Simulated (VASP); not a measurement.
# TiAl3 (I4/mmm) in VASP: a series of runs, part 2 of 2

VASP 6.6.1.

### 3 Single point, LDA (normal strain along x +0.0367, normal strain along y +0.0367)

INCAR reads:

```
  PREC = Accurate
  ENCUT = 520
  EDIFF = 1E-7
  ISMEAR = 0
  SIGMA = 0.15
  LREAL = False
  LASPH = True
  NELM = 100
  ALGO = Fast
  ISIF = 2
  LWAVE = False
  LCHARG = True
  LELF = True
  LVHAR = True
  NBANDS = 18
```

KPOINTS reads:

```
Automatic mesh
0
Gamma
  14 14 14
```

POSCAR reads:

```
TiAl3
1.0
   -1.9586795348      1.9586795348      4.2417642881
    1.9586795348     -1.9586795348      4.2417642881
    1.9586795348      1.9586795348     -4.2417642881
Ti Al
1 3
Direct
    0.0000000000      0.0000000000      0.0000000000
    0.5000000000      0.5000000000      0.0000000000
    0.7500000000      0.2500000000      0.5000000000
    0.2500000000      0.7500000000      0.5000000000
```

Potentials or basis: VASP PAW LDA potentials, release 64 (Ti_sv, Al).

The run is started by

```sh
$ cat potpaw_LDA.64/Ti_sv/POTCAR potpaw_LDA.64/Al/POTCAR > POTCAR
$ mpirun -np 1 vasp_std > vasp.out
```

OUTCAR:

```text
PREC = Accurate
   ENCUT = 520
   EDIFF = 1E-7
   ISMEAR = 0
   LREAL = False
   LASPH = True
   NELM = 100
   ISIF = 2

 ion  position               nearest neighbor table
   1  0.000  0.000  0.000-   2 2.77   2 2.77   2 2.77   2 2.77   4 2.89   3 2.89   4 2.89   4 2.89
                             3 2.89   3 2.89   4 2.89   3 2.89
   2  0.500  0.500  0.000-   1 2.77   1 2.77   1 2.77   1 2.77   4 2.89   3 2.89   4 2.89   3 2.89
                             4 2.89   4 2.89   3 2.89   3 2.89
   3  0.750  0.250  0.500-   4 2.77   4 2.77   4 2.77   4 2.77   2 2.89   1 2.89   2 2.89   1 2.89
                             2 2.89   2 2.89   1 2.89   1 2.89
   4  0.250  0.750  0.500-   3 2.77   3 2.77   3 2.77   3 2.77   2 2.89   1 2.89   2 2.89   2 2.89
                             1 2.89   1 2.89   2 2.89   1 2.89

  LATTYP: Found a body centered tetragonal cell.
 ALAT       =     3.9173590696
 C/A-ratio  =     2.1656244489

  Lattice vectors:

 A1 = (  -1.9586795348,   1.9586795348,   4.2417642881)
 A2 = (   1.9586795348,  -1.9586795348,   4.2417642881)
 A3 = (   1.9586795348,   1.9586795348,  -4.2417642881)

Analysis of symmetry for initial positions (statically):
=====================================================================
 Subroutine PRICEL returns:
 Original cell was already a primitive cell.

 Routine SETGRP: Setting up the symmetry group for a
 body centered tetragonal supercell.

 Subroutine GETGRP returns: Found 16 space group operations
 (whereof 16 operations were pure point group operations)
 out of a pool of 16 trial point group operations.

The static configuration has the point symmetry D_4h.

Analysis of symmetry for dynamics (positions and initial velocities):
=====================================================================
 Subroutine PRICEL returns:
 Original cell was already a primitive cell.

 Routine SETGRP: Setting up the symmetry group for a
 body centered tetragonal supercell.

 Subroutine GETGRP returns: Found 16 space group operations
 (whereof 16 operations were pure point group operations)
 out of a pool of 16 trial point group operations.

The dynamic configuration has the point symmetry D_4h.

 Subroutine INISYM returns: Found 16 space group operations
 (whereof 16 operations are pure point group operations),
 and found     1 'primitive' translations

----------------------------------------------------------------------------------------

                                     Primitive cell

  volume of cell :      65.0929

  direct lattice vectors                    reciprocal lattice vectors
    -1.958679535  1.958679535  4.241764288     0.000000000  0.255274021  0.117875480
     1.958679535 -1.958679535  4.241764288     0.255274021  0.000000000  0.117875480
     1.958679535  1.958679535 -4.241764288     0.255274021  0.255274021  0.000000000

  length of vectors
     5.066104550  5.066104550  5.066104550     0.281175131  0.281175131  0.361011982

  position of ions in fractional coordinates (direct lattice)
     0.000000000  0.000000000  0.000000000
     0.500000000  0.500000000  0.000000000
     0.750000000  0.250000000  0.500000000
     0.250000000  0.750000000  0.500000000

  ion indices of the primitive-cell ions
   primitive index   ion index
                 1           1
                 2           2
                 3           3
                 4           4

[... 30 lines left out ...]
  0.142857  0.000000 -0.000000      8.000000
  0.214286  0.000000 -0.000000      8.000000
  0.285714  0.000000 -0.000000      8.000000
  0.357143  0.000000 -0.000000      8.000000
[... 16 lines left out ...]
  0.214286  0.142857 -0.000000     16.000000
  0.285714  0.142857 -0.000000     16.000000
 [... further k-points ...]
   k-points           NKPTS =    244   k-points in BZ     NKDIM =    244   number of bands    NBANDS=     18
   number of dos      NEDOS =    301   number of ions     NIONS =      4
   total plane-waves  NPLWV =  64000
   dimension x,y,z NGX =    40 NGY =   40 NGZ =   40
   dimension x,y,z NGXF=    80 NGYF=   80 NGZF=   80
   ions per type =               1   3
   NGX,Y,Z   is equivalent  to a cutoff of  13.13, 13.13, 13.13 a.u.
   NGXF,Y,Z  is equivalent  to a cutoff of  26.25, 26.25, 26.25 a.u.
 SYSTEM =  unknown system
   PREC   = accura    normal or accurate (medium, high low for compatibility)
   ISTART =      0    job   : 0-new  1-cont  2-samecut
   ICHARG =      2    charge: 1-file 2-atom 10-const
   ISPIN  =      1    spin polarized calculation?
   LNONCOLLINEAR =      F non collinear calculations
   LSORBIT =      F    spin-orbit coupling
   LASPH  =      T    aspherical Exc in radial PAW
   ENCUT  =  520.0 eV  38.22 Ry    6.18 a.u.   9.42  9.42  9.42*2*pi/ulx,y,z
   NELM   =    100;   NELMIN=  2; NELMDL= -5     # of ELM steps
   EDIFF  = 0.1E-06   stopping-criterion for ELM
   LREAL  =      F    real-space projection
   EDIFFG = 0.1E-05   stopping-criterion for IOM
   NSW    =      0    number of steps for IOM
   IBRION =     -1    ionic relax: 0-MD 1-quasi-New 2-CG
   NFREE  =      0    steps in history (QN), initial steepest desc. (CG)
   ISIF   =      2    stress and relaxation
   ISYM   =      2    0-nonsym 1-usesym 2-fastsym
   POTIM  = 0.5000    time-step for ionic-motion
   TEBEG  =    0.0;   TEEND  =   0.0 temperature during run
   PSTRESS=    0.0 pullay stress
   NELECT =      21.0000    total number of electrons
   NUPDOWN=      -1.0000    fix difference up-down
   EMIN   =  10.00;   EMAX   =-10.00  energy-range for DOS
   EFERMI =   0.00;   METHOD = LEGACY
   ISMEAR =     0;   SIGMA  =   0.15  broadening in eV -4-tet -1-fermi 0-gaus
   EFERMI_NEDOS =   21; number of points for ismear=-14 and -15
   IALGO  =     68    algorithm
   IMIX   =      4    mixing-type and parameters
     AMIX     =   0.40;   BMIX     =  1.00
     AMIX_MAG =   1.60;   BMIX_MAG =  1.00
  volume/ion in A,a.u.               =      16.27       109.82
  Fermi-wavevector in a.u.,A,eV,Ry     =   1.122803  2.121790 17.152677  1.260686
  Thomas-Fermi vector in A             =   2.259465
   LORBIT       =      0    0 simple, 1 ext, 2 COOP (PROOUT), +10 PAW based schemes
   GGA     = CA    functional components
   LHFCALC =     F    Hartree Fock is set to
   AEXX    =    0.0000 exact exchange contribution
   IVDW    =     0    specifies the selected vdW correction
   LEPSILON=     F    determine dielectric tensor
   LRPA    =     F    only Hartree local field effects (RPA)
 non-spin polarized calculation
 RMM-DIIS sequential band-by-band and
 Gauss-broadening in eV      SIGMA  =   0.15
  energy-cutoff  :      520.00
  volume of cell :       65.09
 maximum number of plane-waves:      1779
 NGX is ok and might be reduce to    40
   NGX = 19   NGY = 19   NGZ = 19

 number of electron      21.0000001 magnetization

 Free energy of the ion-electron system (eV)
  ---------------------------------------------------
  ext. energy  EPLUGINS =         0.00000000
  ---------------------------------------------------
  free energy    TOTEN  =       -22.66907848 eV

  energy without entropy =      -22.64602128  energy(sigma->0) =      -22.65754988

 E-fermi :   7.7478     XC(G=0): -10.8238

 val. band max:        7.7412126578   @ k =  -0.2857  -0.3571   0.1429
 cond. band min:       7.7495124638   @ k =   0.3571   0.0000  -0.0000
 fundamental gap:      0.0082998060
 Fermi energy:         7.7477789906

 k-point     1 :       0.0000    0.0000    0.0000
  band No.  band energies     occupation
      1     -48.1180      2.00000
      2     -24.8184      2.00000
      3     -24.8184      2.00000
      4     -24.7244      2.00000
      5      -2.1271      2.00000
      6       5.1671      2.00000
[... 481 lines left out ...]
      5      -0.7726      2.00000
      6       2.9691      2.00000
[... 10 lines left out ...]
     17      12.5817      0.00000
     18      13.2295      0.00000

 [... further k-points ...]

------------------------ aborting loop because EDIFF is reached ----------------------------------------

  FORCE on cell =-STRESS in cart. coord.  units (eV):
  Direction    XX          YY          ZZ          XY          YZ          ZX
  --------------------------------------------------------------------------------------
  -------------------------------------------------------------------------------------
  Total       -3.7114747     -3.7114747     -1.2835692      0.0000000      0.0000000      0.0000000
  in kB      -91.3532069    -91.3532069    -31.5934161      0.0000000      0.0000000      0.0000000
  external PRESSURE =     -71.4332767 kB  Pullay stress =       0.0000000 kB

 VOLUME and BASIS-vectors are now :
 -----------------------------------------------------------------------------
  energy-cutoff  :      520.00
  volume of cell :       65.09
      direct lattice vectors                 reciprocal lattice vectors
    -1.958679535  1.958679535  4.241764288     0.000000000  0.255274021  0.117875480
     1.958679535 -1.958679535  4.241764288     0.255274021  0.000000000  0.117875480
     1.958679535  1.958679535 -4.241764288     0.255274021  0.255274021  0.000000000

 POSITION                                       TOTAL-FORCE (eV/Angst)
 -----------------------------------------------------------------------------------
      0.00000      0.00000      0.00000        -0.000000      0.000000     -0.000000
      0.00000      0.00000      4.24176        -0.000000      0.000000     -0.000000
      0.00000      1.95868      2.12088        -0.000000     -0.000000      0.000000
      1.95868      0.00000      2.12088         0.000000      0.000000     -0.000000
 -----------------------------------------------------------------------------------
    total drift:                               -0.000000     -0.000000     -0.000000

  FREE ENERGIE OF THE ION-ELECTRON SYSTEM (eV)
  ---------------------------------------------------
  free  energy   TOTEN  =       -22.6690784779 eV

  energy  without entropy=      -22.6460212841  energy(sigma->0) =      -22.65754988
```

OSZICAR:

```text
N       E                     dE             d eps       ncg     rms          rms(c)
DAV:   1     0.117522548545E+03    0.11752E+03   -0.91538E+03  8784   0.107E+03
DAV:   2    -0.164002612434E+02   -0.13392E+03   -0.13055E+03  8928   0.279E+02
DAV:   3    -0.245089982765E+02   -0.81087E+01   -0.79634E+01 13960   0.642E+01
[... 37 lines left out ...]
RMM:  41    -0.226690780579E+02   -0.12404E-06   -0.14677E-06  7685   0.265E-03    0.302E-04
RMM:  42    -0.226690781984E+02   -0.14050E-06   -0.16560E-06  7855   0.259E-03    0.264E-04
RMM:  43    -0.226690782929E+02   -0.94493E-07   -0.11471E-06  7807   0.252E-03    0.225E-04
RMM:  44    -0.226690784049E+02   -0.11203E-06   -0.13305E-06  8224   0.251E-03    0.118E-04
RMM:  45    -0.226690784779E+02   -0.72921E-07   -0.90185E-07  7317   0.241E-03
   1 F= -.22669078E+02 E0= -.22657550E+02  d E =-.230572E-01
```

stdout:

```text
POSCAR found type information on POSCAR TiAl
 POSCAR found :  2 types and       4 ions
 scaLAPACK will be used
 LDA part: xc-table for (Slater(with rela. corr.)+CA(PZ))
[... 55 lines left out ...]
 num prob  num prob  num prob  num prob  num prob RMM:  42    -0.226690781984E+02   -0.14050E-06   -0.16560E-06  7855   0.259E-03    0.264E-04
 num prob  num prob  num prob  num prob  num prob  num prob  num prob  num prob RMM:  43    -0.226690782929E+02   -0.94493E-07   -0.11471E-06  7807   0.252E-03    0.225E-04
 num prob  num prob  num prob  num prob  num prob  num prob WARNING in EDDRMM: call to ZHEGV failed, returncode =   8  4     14
 num prob RMM:  44    -0.226690784049E+02   -0.11203E-06   -0.13305E-06  8224   0.251E-03    0.118E-04
 num prob  num prob  num prob  num prob  num prob  num prob  num prob  num prob RMM:  45    -0.226690784779E+02   -0.72921E-07   -0.90185E-07  7317   0.241E-03
```

Wall time 10 min (1 thread of Intel Xeon 6975P-C (Granite Rapids), shared host); peak memory 0.4 GiB.

What came out:

| Quantity | Value |
| --- | --- |
| Free energy | -22.6691 eV |
| Pressure | -7.1 GPa |
| Band gap on the k mesh | zero (an odd number of electrons rules out a gap without spin polarisation) |

Stress tensor (GPa, compression positive):
```
-9.14  0.00  0.00
 0.00 -9.14  0.00
 0.00  0.00 -3.16
```

Caveat: the cell differs from its parent crystal (normal strain along x +0.0367, normal strain along y +0.0367); the stress differs along the axes, from -9 to -3 GPa.

### 4 Single point, LDA (normal strain along x +0.0733, normal strain along y +0.0733)

INCAR reads:

```
ALGO = Fast ; EDIFF = 1E-7
ENCUT = 520 ; ISIF = 2
ISMEAR = 0 ; LASPH = True
LCHARG = True ; LELF = True
LREAL = False ; LVHAR = True
LWAVE = False ; NBANDS = 18
NELM = 100 ; PREC = Accurate
SIGMA = 0.15
```

KPOINTS reads:

```
k-points
0
Gamma
  14 14 14
```

POSCAR reads:

```
TiAl3
1.0
   -2.0278294055      2.0278294055      4.2417642881
    2.0278294055     -2.0278294055      4.2417642881
    2.0278294055      2.0278294055     -4.2417642881
Ti Al
1 3
Direct
    0.0000000000      0.0000000000      0.0000000000
    0.5000000000      0.5000000000      0.0000000000
    0.7500000000      0.2500000000      0.5000000000
    0.2500000000      0.7500000000      0.5000000000
```

The run is started by

```sh
$ cat potpaw_LDA.64/Ti_sv/POTCAR potpaw_LDA.64/Al/POTCAR > POTCAR
$ mpirun -np 1 vasp_std > vasp.out
```

Wall time 15 min (1 thread of Intel Xeon 6975P-C (Granite Rapids), shared host); peak memory 0.44 GiB.

Results (log left out):

- Free energy: -22.3057 eV
- Pressure: -12.1 GPa
- Band gap on the k mesh: zero (an odd number of electrons rules out a gap without spin polarisation)

Stress tensor (GPa, compression positive):
```
-15.31   0.00   0.00
  0.00 -15.31   0.00
  0.00   0.00  -5.73
```

Levels at points of the mesh, in eV from the Fermi level:
| k point | band 7 | band 8 | band 9 | band 10 | band 11 | band 12 | band 13 | band 14 | band 15 | band 16 |
| --- | --- | --- | --- | --- | --- | --- | --- | --- | --- | --- |
| (0.00, 0.00, 0.00) | -1.97 | -1.34 | -1.33 | -1.33 | 0.63 | 1.27 | 1.27 | 1.35 | 2.20 | 3.44 |
| (0.50, 0.00, 0.00) | -3.22 | -2.67 | -1.17 | -0.10 | 0.32 | 1.33 | 1.63 | 2.38 | 2.40 | 3.95 |
| (0.50, 0.50, 0.00) | -4.32 | -3.41 | -2.67 | -2.00 | -0.74 | 1.32 | 1.45 | 2.49 | 2.81 | 2.94 |
| (0.50, 0.50, 0.50) | -2.18 | -1.25 | -1.25 | -0.22 | 0.58 | 0.58 | 0.77 | 2.80 | 3.68 | 5.58 |

Caveat: the cell differs from its parent crystal (normal strain along x +0.0733, normal strain along y +0.0733); the stress differs along the axes, from -15 to -6 GPa.

### 5 Single point, LDA (normal strain along x +0.1100, normal strain along y +0.1100)

INCAR reads:

```
SYSTEM = TiAl3
  PREC = Accurate
  ENCUT = 520
  EDIFF = 1E-6
  ISMEAR = 0
  SIGMA = 0.15
  LREAL = .FALSE.
  LASPH = .TRUE.
  NELM = 100
  ALGO = Fast
  ISIF = 2
  LWAVE = .FALSE.
  LCHARG = .TRUE.
  GGA = CA
  LELF = .TRUE.
  LVHAR = .TRUE.
  NBANDS = 18
```

KPOINTS reads:

```
regular mesh
0
G
  14 14 14
  0 0 0
```

POSCAR reads:

```
TiAl3
1.0
   -2.0971682103      2.0971682103      4.2417642881
    2.0971682103     -2.0971682103      4.2417642881
    2.0971682103      2.0971682103     -4.2417642881
Ti Al
1 3
Direct
    0.0000000000      0.0000000000      0.0000000000
    0.5000000000      0.5000000000      0.0000000000
    0.7500000000      0.2500000000      0.5000000000
    0.2500000000      0.7500000000      0.5000000000
```

The run is started by

```sh
$ cat potpaw_LDA.64/Ti_sv/POTCAR potpaw_LDA.64/Al/POTCAR > POTCAR
$ mpirun -np 1 vasp_std > vasp.out
```

It took 9 min on 1 thread of Intel Xeon 6975P-C (Granite Rapids), shared host; peak memory 0.43 GiB.

The run converged. Its results:

- Free energy: -21.7788 eV
- Pressure: -15.3 GPa
- Band gap on the k mesh: zero (an odd number of electrons rules out a gap without spin polarisation)

Stress tensor (GPa, compression positive):
```
-19.15   0.00   0.00
  0.00 -19.15   0.00
  0.00   0.00  -7.70
```

Levels at points of the mesh, in eV from the Fermi level:
| k point | band 9 | band 10 | band 11 | band 12 | band 13 | band 14 |
| --- | --- | --- | --- | --- | --- | --- |
| (0.00, 0.00, 0.00) | -1.34 | -1.29 | 0.53 | 0.80 | 1.07 | 1.07 |
| (0.50, 0.00, 0.00) | -1.20 | -0.06 | 0.25 | 1.11 | 1.41 | 1.94 |
| (0.50, 0.50, 0.00) | -2.64 | -1.92 | -0.62 | 1.12 | 1.23 | 2.22 |
| (0.50, 0.50, 0.50) | -1.39 | -0.24 | 0.51 | 0.51 | 0.68 | 2.52 |

Caveat: the cell differs from its parent crystal (normal strain along x +0.1100, normal strain along y +0.1100); the stress differs along the axes, from -19 to -8 GPa.

### 6 Summary

| cell | further INCAR settings | gap on the mesh (eV) | pressure (GPa) |
| --- | --- | --- | --- |
| a = 4.962 Å, angles 137.0, 137.0, 62.5°, 4 atoms | ALGO = Fast; EDIFF = 1e-06; NBANDS = 18 | none | 10.7 |
| a = 5.066 Å, angles 134.5, 134.5, 66.3°, 4 atoms | ALGO = Fast; EDIFF = 1e-07; NBANDS = 18 | none | -7.1 |
| a = 5.120 Å, angles 133.3, 133.3, 68.1°, 4 atoms | ALGO = Fast; EDIFF = 1e-07; NBANDS = 18 | none | -12.1 |
| a = 5.176 Å, angles 132.2, 132.2, 69.9°, 4 atoms | ALGO = Fast; EDIFF = 1e-06; NBANDS = 18 | none | -15.3 |

Alike in all rows: task single point; level LDA; potentials or basis VASP PAW LDA potentials, release 64 (Ti_sv, Al); no spin polarisation; k mesh 14 × 14 × 14; cutoff (eV) 520; smearing gaussian 0.15 eV.

Caveats: the stress differs along the axes, from 4 to 14 GPa (at least some runs); the stress differs along the axes, from -9 to -3 GPa (at least some runs); the stress differs along the axes, from -15 to -6 GPa (at least some runs); the stress differs along the axes, from -19 to -8 GPa (at least some runs).

Absolute energies hang on the potentials; compare differences alone.
